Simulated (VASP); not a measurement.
Write the native input for VASP 6.6.1 that does the following.

```yaml
Task: single point
Functional: PBEsol
Potentials_or_basis: VASP PAW PBE potentials, release 64 (Li_sv, H)
Cutoff: 520 eV
k_mesh: 4 × 4 × 2
Occupations: fermi-dirac, width 0.039 eV
Spin: no spin polarisation
Dipole_correction: no
Further_INCAR_settings: LREAL = Auto; ALGO = Normal; EDIFF = 1e-07; NBANDS = 42
```

The structure of LiH lies in POSCAR:

```
LiH
1.0
    0.0000000000      4.0426210000      4.0426210000
    4.0426210000      0.0000000000      4.0426210000
    6.0639310000      6.0639310000      0.0000000000
Li H
12 12
Direct
    0.0086133476     -0.0205588157      0.0101688987
    0.0124164496     -0.0007965130      0.3303690296
   -0.0007931735      0.0157431280      0.6621580127
    0.0018906051      0.5007142643      0.0093368477
    0.0247207196      0.4993259324      0.3359981339
    0.0270015418      0.4744661941      0.6724077170
    0.5198758429      0.0037520213     -0.0075353760
    0.5041210888     -0.0108317104      0.3358535082
    0.5102173812     -0.0328941298      0.6764639142
    0.4820439512      0.5096018153      0.0225459360
    0.5420302818      0.4876818777      0.3499746287
    0.5087479138      0.4834546696      0.6840666558
    0.2662522655      0.2393805900      0.1804207535
    0.2673552628      0.2322461096      0.5096975873
    0.2395933232      0.2564499615      0.8456357765
    0.2700364442      0.7563528711      0.1716629032
    0.2832475515      0.7554548151      0.5059900088
    0.2582087215      0.7639031707      0.8617492514
    0.7263809791      0.2783315577      0.1852150033
    0.7682361270      0.2600398355      0.5127732324
    0.7839745551      0.2552824022      0.8199959729
    0.7587630649      0.7759281664      0.1565569430
    0.7745663024      0.7091624468      0.5175380459
    0.7337770471      0.7799349729      0.8407673999
```

The input as run:

INCAR

```
PREC = Accurate
ENCUT = 520
EDIFF = 1E-7
ISMEAR = -1
SIGMA = 0.039
LREAL = Auto
LASPH = T
NELM = 60
ALGO = Normal
ISIF = 2
LWAVE = F
LCHARG = F
GGA = PS
NBANDS = 42
```

KPOINTS

```
regular mesh
0
Gamma
  4 4 2
```

Potentials or basis: VASP PAW PBE potentials, release 64 (Li_sv, H).

Run with:

```console
$ cat potpaw_PBE.64/Li_sv/POTCAR potpaw_PBE.64/H/POTCAR > POTCAR
$ mpirun -np 1 vasp_std > vasp.out
```

It gave:

```yaml
Largest_force: 0.638 eV/Å
Band_gap_on_the_k_mesh: 2.74 eV (least direct gap 2.76 eV)
```

Caveat: the k points lie up to 0.45 Å⁻¹ apart; the atoms stand as in a frame of molecular dynamics; the PAW data sets were made with another functional, which shifts forces and pressure a little.

It took 7.9 min on 1 thread of Oxide Virtual Turin-like Processor, with other jobs on the host, peak memory 0.38 GiB.
